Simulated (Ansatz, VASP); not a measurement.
**InSb in VASP and in Ansatz**

```
CELL_PARAMETERS angstrom
0.00000 3.10229 3.10229
3.10229 0.00000 3.10229
3.10229 3.10229 0.00000
ATOMIC_POSITIONS crystal
In 0.00000 0.00000 0.00000
Sb 0.50000 0.50000 0.50000
```

Alike in both runs: task single point; functional PBE; k mesh 14 × 14 × 14; occupations gaussian, width 0.15 eV; no spin polarisation.

|  | VASP | Ansatz |
| --- | --- | --- |
| version | VASP 6.6.1 | Ansatz 0.2.0 |
| potentials or method | VASP PAW PBE potentials, release 64 (In_d, Sb), cutoff 520 eV | scalar-relativistic, plane waves, PAW |
| valence electrons in the cell | 18 | 28 |

```csv
,VASP,Ansatz,Ansatz less VASP
gap on the k mesh at the Fermi level (eV),none,none,-
pressure (GPa),-1.2,-1.2,+0.03
```

A gap of «none» marks a metal or a gap that the smearing closes. VASP's potentials hold 18 valence electrons a cell and Ansatz's 28, so a difference there can come from the potentials and not from the codes.

Neither program's run includes spin-orbit coupling.
